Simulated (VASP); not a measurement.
Set up this calculation in VASP 6.6.1, as the native input.

* Task: single point
* Functional: PBEsol
* Potentials or basis: VASP PAW PBE potentials, release 64 (Mn_pv, O)
* Cutoff: 520 eV
* k mesh: 11 × 11 × 3
* Occupations: fermi-dirac, width 0.05 eV
* Spin: collinear spin, ferromagnetic start
* Starting moments: [4.0, 4.0, 0.0, 0.0, 0.0, 0.0] μB
* Hubbard terms: Mn d U = 4.0 eV
* Dipole correction: no
* Further INCAR settings: ALGO = Normal; EDIFF = 1e-06; NBANDS = 38

The structure of MnO2 lies in POSCAR:

```
MnO2
1.0
    2.8808001894      0.0000000000      0.0000000000
   -1.4404000947      2.4948461473      0.0000000000
    0.0000000000      0.0000000000     11.1642816610
Mn O
2 4
Direct
    0.0000000000      0.0000000000      0.5000000000
    0.0000000000      0.0000000000      0.0000000000
    0.6666666667      0.3333333333      0.4152651185
    0.6666666667      0.3333333333      0.0847348815
    0.3333333333      0.6666666667      0.5847348815
    0.3333333333      0.6666666667      0.9152651185
```

These files were run (other wordings do the same):

INCAR

```
SYSTEM = MnO2
PREC = Accurate ; ENCUT = 520
EDIFF = 1E-6 ; ISMEAR = -1
SIGMA = 0.05 ; LREAL = .FALSE.
LASPH = .TRUE. ; NELM = 150
ALGO = Normal ; ISIF = 2
LWAVE = .FALSE. ; LCHARG = .FALSE.
ISPIN = 2 ; MAGMOM = 4 4 0 0 0 0
LORBIT = 11 ; LMAXMIX = 4
LDAU = .TRUE. ; LDAUTYPE = 2
LDAUL = 2 -1 ; LDAUU = 4 0
LDAUJ = 0 0 ; LDAUPRINT = 1
GGA = PS ; NBANDS = 38
```

KPOINTS

```
regular mesh
0
G
  11 11 3
  0 0 0
```

Potentials or basis: VASP PAW PBE potentials, release 64 (Mn_pv, O).

Run with:

```bash
$ cat potpaw_PBE.64/Mn_pv/POTCAR potpaw_PBE.64/O/POTCAR > POTCAR
$ mpirun -np 1 vasp_std > vasp.out
```

Results of the run:

* Pressure: 0.4 GPa
* Largest force: 0.090 eV/Å
* Band gap on the k mesh: 2.01 eV (least direct gap 2.10 eV)
* Net moment: 6.00 μB per cell
* Site moments: Mn +3.19; O -0.11 μB
* Valence electrons inside the program's atomic spheres: Mn 11.70; O 4.98

Caveat: the PAW data sets were made with another functional, which shifts forces and pressure a little; the run started ferromagnetic, and an antiferromagnetic order may lie lower in energy.

Run time: 5.8 min on 1 thread of Oxide Virtual Turin-like Processor (shared host), peak memory 0.28 GiB.
